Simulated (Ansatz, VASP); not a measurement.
## Two plane-wave programs on Ge

```
Ge
1.0
     1.48805   -2.59469    0.00000
     1.48805    2.59469    0.00000
     0.00000    0.00000    4.72760
Ge
2
Direct
  0.33345 0.66655 0.25000
  0.66655 0.33345 0.75000
```

Alike in both runs: task relaxation of cell and atoms; functional PBE; k mesh 10 × 10 × 6; occupations fermi-dirac, width 0.05 eV; no spin polarisation.

```csv
,VASP,Ansatz
version,VASP 6.6.1,Ansatz 0.2.0
potentials or method,"VASP PAW PBE potentials, release 64 (Ge_d)",Ansatz PAW
plane-wave cutoff (eV),600,420
valence electrons in the cell,28,28
```

VASP gave:

* gap on the k mesh at the Fermi level, each at its own relaxed structure (eV): none
* relaxed volume (Å³/atom): 19.30
* relaxed cell length with the largest relative difference (Å): 3.027

**Question.** Estimate Ansatz's values.

**Answer.** gap on the k mesh at the Fermi level, each at its own relaxed structure (eV): none; relaxed volume (Å³/atom): 19.29; relaxed cell length with the largest relative difference (Å): 3.031.

A gap of «none» marks a metal or a gap that the smearing closes.

Noted on Ansatz's run: the plane-wave basis is chosen anew once the cell has moved, so the energies of steps on either side of that aren't comparable.
